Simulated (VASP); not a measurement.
# InSb (F-43m) in VASP: a series of runs

Runs on InSb. Level: LDA. Tasks: single point.

Everything below comes from runs of VASP 6.6.1. Logs are shortened: lines on timing, memory, paths and dates and some standing lists are left out, and cuts for length are marked.

## (1) The cell of the first run

Symmetry: F-43m, No. 216, cubic system. Conventional cell: a = 6.521 Å, b = 6.521 Å, c = 6.521 Å, α = 90.00°, β = 90.00°, γ = 90.00°. Within 3.7 Å of In (site symmetry -43m) lie 4 Sb at 2.82 Å. Within 3.7 Å of Sb (site symmetry -43m) lie 4 In at 2.82 Å.

## (2) Single point, LDA (volume scaled by 1.02)

Contents of INCAR:

```
SYSTEM = InSb
PREC     = Accurate       ! precision mode
ENCUT    = 520            ! plane-wave cutoff, eV
EDIFF    = 1E-6           ! SCF threshold, eV
ISMEAR   = -1             ! smearing method
SIGMA    = 0.03           ! smearing width, eV
LREAL    = .False.        ! projectors in reciprocal space
LASPH    = .True.         ! aspherical terms in the spheres
NELM     = 100            ! most SCF steps
ALGO     = Normal         ! electronic algorithm
ISIF     = 2              ! what is computed and relaxed
LWAVE    = .False.        ! write WAVECAR
LCHARG   = .False.        ! write CHGCAR
NBANDS   = 16             ! bands
```

Contents of KPOINTS:

```
Automatic mesh
0
Gamma
  10 10 10
  0 0 0
```

Contents of POSCAR:

```
InSb
1.0
    0.0000000000      3.2605516185      3.2605516185
    3.2605516185      0.0000000000      3.2605516185
    3.2605516185      3.2605516185      0.0000000000
In Sb
1 1
Direct
    0.0000000000      0.0000000000      0.0000000000
    0.7500000000      0.7500000000      0.7500000000
```

Potentials or basis: VASP PAW LDA potentials, release 64 (In_d, Sb).

The run is started by

```sh
cat potpaw_LDA.64/In_d/POTCAR potpaw_LDA.64/Sb/POTCAR > POTCAR
mpirun -np 1 vasp_std > vasp.out
```

OUTCAR:

```text
SYSTEM = InSb
   PREC = Accurate
   ENCUT = 520
   EDIFF = 1E-6
   ISMEAR = -1
   LREAL = .False.
   LASPH = .True.
   NELM = 100
   ISIF = 2

 ion  position               nearest neighbor table
   1  0.000  0.000  0.000-   2 2.82   2 2.82   2 2.82   2 2.82
   2  0.750  0.750  0.750-   1 2.82   1 2.82   1 2.82   1 2.82

  LATTYP: Found a face centered cubic cell.
 ALAT       =     6.5211032370

  Lattice vectors:

 A1 = (   0.0000000000,   3.2605516185,   3.2605516185)
 A2 = (   3.2605516185,   0.0000000000,   3.2605516185)
 A3 = (   3.2605516185,   3.2605516185,   0.0000000000)

Analysis of symmetry for initial positions (statically):
=====================================================================
 Subroutine PRICEL returns:
 Original cell was already a primitive cell.

 Routine SETGRP: Setting up the symmetry group for a
 face centered cubic supercell.

 Subroutine GETGRP returns: Found 24 space group operations
 (whereof 24 operations were pure point group operations)
 out of a pool of 48 trial point group operations.

The static configuration has the point symmetry T_d .

Analysis of symmetry for dynamics (positions and initial velocities):
=====================================================================
 Subroutine PRICEL returns:
 Original cell was already a primitive cell.

 Routine SETGRP: Setting up the symmetry group for a
 face centered cubic supercell.

 Subroutine GETGRP returns: Found 24 space group operations
 (whereof 24 operations were pure point group operations)
 out of a pool of 48 trial point group operations.

The dynamic configuration has the point symmetry T_d .

 Subroutine INISYM returns: Found 24 space group operations
 (whereof 24 operations are pure point group operations),
 and found     1 'primitive' translations

----------------------------------------------------------------------------------------

                                     Primitive cell

  volume of cell :      69.3271

  direct lattice vectors                    reciprocal lattice vectors
     0.000000000  3.260551619  3.260551619    -0.153348285  0.153348285  0.153348285
     3.260551619  0.000000000  3.260551619     0.153348285 -0.153348285  0.153348285
     3.260551619  3.260551619  0.000000000     0.153348285  0.153348285 -0.153348285

  length of vectors
     4.611116320  4.611116320  4.611116320     0.265607021  0.265607021  0.265607021

  position of ions in fractional coordinates (direct lattice)
     0.000000000  0.000000000  0.000000000
     0.750000000  0.750000000  0.750000000

  ion indices of the primitive-cell ions
   primitive index   ion index
                 1           1
                 2           2

----------------------------------------------------------------------------------------

 KPOINTS: Automatic mesh

Automatic generation of k-mesh.
 Grid dimensions read from file:
 generate k-points for:   10   10   10

 Generating k-lattice:

  Cartesian coordinates                     Fractional coordinates (reciprocal lattice)
    -0.015334829  0.015334829  0.015334829     0.100000000  0.000000000  0.000000000
     0.015334829 -0.015334829  0.015334829     0.000000000  0.100000000  0.000000000
     0.015334829  0.015334829 -0.015334829     0.000000000  0.000000000  0.100000000

  Length of vectors
     0.026560702  0.026560702  0.026560702

  Shift w.r.t. Gamma in fractional coordinates (k-lattice)
     0.000000000  0.000000000  0.000000000

 Subroutine IBZKPT returns following result:
 ===========================================

 Found     47 irreducible k-points:

 Following reciprocal coordinates:
            Coordinates               Weight
  0.000000  0.000000  0.000000      1.000000
  0.100000  0.000000  0.000000      8.000000
  0.200000  0.000000  0.000000      8.000000
  0.300000  0.000000  0.000000      8.000000
  0.400000  0.000000  0.000000      8.000000
  0.500000  0.000000  0.000000      4.000000
[... 16 lines left out ...]
  0.300000  0.300000  0.000000      6.000000
  0.400000  0.300000  0.000000     24.000000
 [... further k-points ...]
   k-points           NKPTS =     47   k-points in BZ     NKDIM =     47   number of bands    NBANDS=     16
   number of dos      NEDOS =    301   number of ions     NIONS =      2
   total plane-waves  NPLWV =  46656
   dimension x,y,z NGX =    36 NGY =   36 NGZ =   36
   dimension x,y,z NGXF=    72 NGYF=   72 NGZF=   72
   ions per type =               1   1
   NGX,Y,Z   is equivalent  to a cutoff of  12.98, 12.98, 12.98 a.u.
   NGXF,Y,Z  is equivalent  to a cutoff of  25.96, 25.96, 25.96 a.u.
 SYSTEM =  InSb
   PREC   = accura    normal or accurate (medium, high low for compatibility)
   ISTART =      0    job   : 0-new  1-cont  2-samecut
   ICHARG =      2    charge: 1-file 2-atom 10-const
   ISPIN  =      1    spin polarized calculation?
   LNONCOLLINEAR =      F non collinear calculations
   LSORBIT =      F    spin-orbit coupling
   LASPH  =      T    aspherical Exc in radial PAW
   ENCUT  =  520.0 eV  38.22 Ry    6.18 a.u.   8.57  8.57  8.57*2*pi/ulx,y,z
   NELM   =    100;   NELMIN=  2; NELMDL= -5     # of ELM steps
   EDIFF  = 0.1E-05   stopping-criterion for ELM
   LREAL  =      F    real-space projection
   EDIFFG = 0.1E-04   stopping-criterion for IOM
   NSW    =      0    number of steps for IOM
   IBRION =     -1    ionic relax: 0-MD 1-quasi-New 2-CG
   NFREE  =      0    steps in history (QN), initial steepest desc. (CG)
   ISIF   =      2    stress and relaxation
   ISYM   =      2    0-nonsym 1-usesym 2-fastsym
   POTIM  = 0.5000    time-step for ionic-motion
   TEBEG  =    0.0;   TEEND  =   0.0 temperature during run
   PSTRESS=    0.0 pullay stress
   NELECT =      18.0000    total number of electrons
   NUPDOWN=      -1.0000    fix difference up-down
   EMIN   =  10.00;   EMAX   =-10.00  energy-range for DOS
   EFERMI =   0.00;   METHOD = LEGACY
   ISMEAR =    -1;   SIGMA  =   0.03  broadening in eV -4-tet -1-fermi 0-gaus
   EFERMI_NEDOS =   21; number of points for ismear=-14 and -15
   IALGO  =     38    algorithm
   IMIX   =      4    mixing-type and parameters
     AMIX     =   0.40;   BMIX     =  1.00
     AMIX_MAG =   1.60;   BMIX_MAG =  1.00
  volume/ion in A,a.u.               =      34.66       233.92
  Fermi-wavevector in a.u.,A,eV,Ry     =   1.044395  1.973619 14.840690  1.090760
  Thomas-Fermi vector in A             =   2.179145
   LORBIT       =      0    0 simple, 1 ext, 2 COOP (PROOUT), +10 PAW based schemes
   GGA     = CA    functional components
   LHFCALC =     F    Hartree Fock is set to
   AEXX    =    0.0000 exact exchange contribution
   IVDW    =     0    specifies the selected vdW correction
   LEPSILON=     F    determine dielectric tensor
   LRPA    =     F    only Hartree local field effects (RPA)
 non-spin polarized calculation
  energy-cutoff  :      520.00
  volume of cell :       69.33
 maximum number of plane-waves:      1893
 NGX is ok and might be reduce to    36
   NGX = 17   NGY = 17   NGZ = 17

 number of electron      17.9999994 magnetization

 Free energy of the ion-electron system (eV)
  ---------------------------------------------------
  ext. energy  EPLUGINS =         0.00000000
  ---------------------------------------------------
  free energy    TOTEN  =        -8.20691264 eV

  energy without entropy =       -8.20676358  energy(sigma->0) =       -8.20683811

 E-fermi :   4.7092     XC(G=0):  -8.9120

 val. band max:        4.6838491494   @ k =   0.0000   0.0000   0.0000
 cond. band min:       5.0710150124   @ k =   0.5000   0.0000   0.0000
 fundamental gap:      0.3871658630
 Fermi energy:         4.7091964049

 k-point     1 :       0.0000    0.0000    0.0000
  band No.  band energies     occupation
      1      -9.8320      2.00000
      2      -9.8320      2.00000
      3      -9.8320      2.00000
      4      -9.7501      2.00000
      5      -9.7501      2.00000
      6      -5.9670      2.00000
[... 8 lines left out ...]
     15      12.9062      0.00000
     16      12.9062      0.00000

 k-point     2 :       0.1000    0.0000    0.0000
  band No.  band energies     occupation
      1      -9.8365      2.00000
      2      -9.8300      2.00000
      3      -9.8300      2.00000
      4      -9.7503      2.00000
      5      -9.7503      2.00000
      6      -5.8783      2.00000
[... 8 lines left out ...]
     15      12.2658      0.00000
     16      12.2658      0.00000

 k-point     3 :       0.2000    0.0000    0.0000
  band No.  band energies     occupation
      1      -9.8481      2.00000
      2      -9.8250      2.00000
      3      -9.8250      2.00000
      4      -9.7504      2.00000
      5      -9.7504      2.00000
      6      -5.6227      2.00000
[... 8 lines left out ...]
     15      11.8797      0.00000
     16      11.8797      0.00000

 k-point     4 :       0.3000    0.0000    0.0000
  band No.  band energies     occupation
      1      -9.8623      2.00000
      2      -9.8194      2.00000
      3      -9.8194      2.00000
      4      -9.7500      2.00000
      5      -9.7500      2.00000
      6      -5.2407      2.00000
[... 8 lines left out ...]
     15      12.1178      0.00000
     16      12.1178      0.00000
[... 324 lines left out ...]
 k-point    22 :      -0.2000    0.2000    0.0000
  band No.  band energies     occupation
      1      -9.8681      2.00000
      2      -9.8170      2.00000
      3      -9.8143      2.00000
      4      -9.7528      2.00000
      5      -9.7492      2.00000
      6      -5.1061      2.00000
[... 8 lines left out ...]
     15      12.8269      0.00000
     16      13.3417      0.00000

 k-point    23 :       0.3000    0.3000    0.0000
  band No.  band energies     occupation
      1      -9.8844      2.00000
      2      -9.8050      2.00000
      3      -9.8050      2.00000
      4      -9.7614      2.00000
      5      -9.7446      2.00000
      6      -4.9766      2.00000
[... 8 lines left out ...]
     15      13.7703      0.00000
     16      14.1167      0.00000

 k-point    24 :       0.4000    0.3000    0.0000
  band No.  band energies     occupation
      1      -9.8933      2.00000
      2      -9.8008      2.00000
      3      -9.7999      2.00000
      4      -9.7630      2.00000
      5      -9.7439      2.00000
      6      -4.6422      2.00000
[... 8 lines left out ...]
     15      14.1831      0.00000
     16      14.5245      0.00000

 [... further k-points ...]

------------------------ aborting loop because EDIFF is reached ----------------------------------------

  FORCE on cell =-STRESS in cart. coord.  units (eV):
  Direction    XX          YY          ZZ          XY          YZ          ZX
  --------------------------------------------------------------------------------------
  -------------------------------------------------------------------------------------
  Total       -0.5830349     -0.5830349     -0.5830349      0.0000000      0.0000000     -0.0000000
  in kB      -13.4741656    -13.4741656    -13.4741656      0.0000000      0.0000000     -0.0000000
  external PRESSURE =     -13.4741656 kB  Pullay stress =       0.0000000 kB

 VOLUME and BASIS-vectors are now :
 -----------------------------------------------------------------------------
  energy-cutoff  :      520.00
  volume of cell :       69.33
      direct lattice vectors                 reciprocal lattice vectors
     0.000000000  3.260551619  3.260551619    -0.153348285  0.153348285  0.153348285
     3.260551619  0.000000000  3.260551619     0.153348285 -0.153348285  0.153348285
     3.260551619  3.260551619  0.000000000     0.153348285  0.153348285 -0.153348285

 POSITION                                       TOTAL-FORCE (eV/Angst)
 -----------------------------------------------------------------------------------
      0.00000      0.00000      0.00000         0.000000      0.000000      0.000000
      4.89083      4.89083      4.89083        -0.000000     -0.000000     -0.000000
 -----------------------------------------------------------------------------------
    total drift:                               -0.000000     -0.000000     -0.000000

  FREE ENERGIE OF THE ION-ELECTRON SYSTEM (eV)
  ---------------------------------------------------
  free  energy   TOTEN  =        -8.2069126442 eV

  energy  without entropy=       -8.2067635833  energy(sigma->0) =       -8.20683811
```

It took 55 s on 1 thread of Intel Xeon Platinum 8259CL at 2.50GHz (Skylake/Cascade Lake), shared host; peak memory 0.2 GiB.

What came out:

| Quantity | Value |
| --- | --- |
| Free energy | -8.2069 eV |
| Pressure | -1.3 GPa |
| Band gap on the k mesh | zero (filled and empty bands touch) |

Caveat: spin-orbit coupling is left out, which moves the levels of the heavy elements.

## (3) Single point, LDA (volume scaled by 1.02)

Contents of INCAR:

```
ALGO = Normal
EDIFF = 1E-6
ENCUT = 520
GGA = CA
ISIF = 2
ISMEAR = -1
LASPH = T
LCHARG = F
LREAL = F
LWAVE = F
NBANDS = 16
NELM = 60
PREC = Accurate
SIGMA = 0.03
```

Contents of KPOINTS:

```
k-points
0
Gamma
  10 10 10
```

POSCAR is that of step 2.

Potentials or basis: VASP PAW LDA potentials, release 64 (In_d, Sb).

The run is started by

```sh
cat potpaw_LDA.64/In_d/POTCAR potpaw_LDA.64/Sb/POTCAR > POTCAR
mpirun -np 1 vasp_std > vasp.out
```

It took 62 s on 1 thread of Intel Xeon Platinum 8259CL at 2.50GHz (Skylake/Cascade Lake), shared host; peak memory 0.2 GiB.

The run converged. Its results:

```
Free energy            : -8.2069 eV
Pressure               : -1.3 GPa
Band gap on the k mesh : zero (filled and empty bands touch)
```

Levels at points of the mesh, in eV from the Fermi level:
| k point | band 7 | band 8 | band 9 | band 10 | band 11 | band 12 |
| --- | --- | --- | --- | --- | --- | --- |
| (0.00, 0.00, 0.00) | -0.50 | -0.03 | -0.03 | -0.03 | 2.89 | 2.89 |
| (0.50, 0.00, 0.00) | -5.61 | -1.01 | -1.01 | 0.36 | 3.74 | 3.74 |
| (0.50, 0.50, 0.00) | -5.92 | -2.24 | -2.24 | 1.24 | 1.26 | 7.90 |

Caveat: spin-orbit coupling is left out, which moves the levels of the heavy elements.
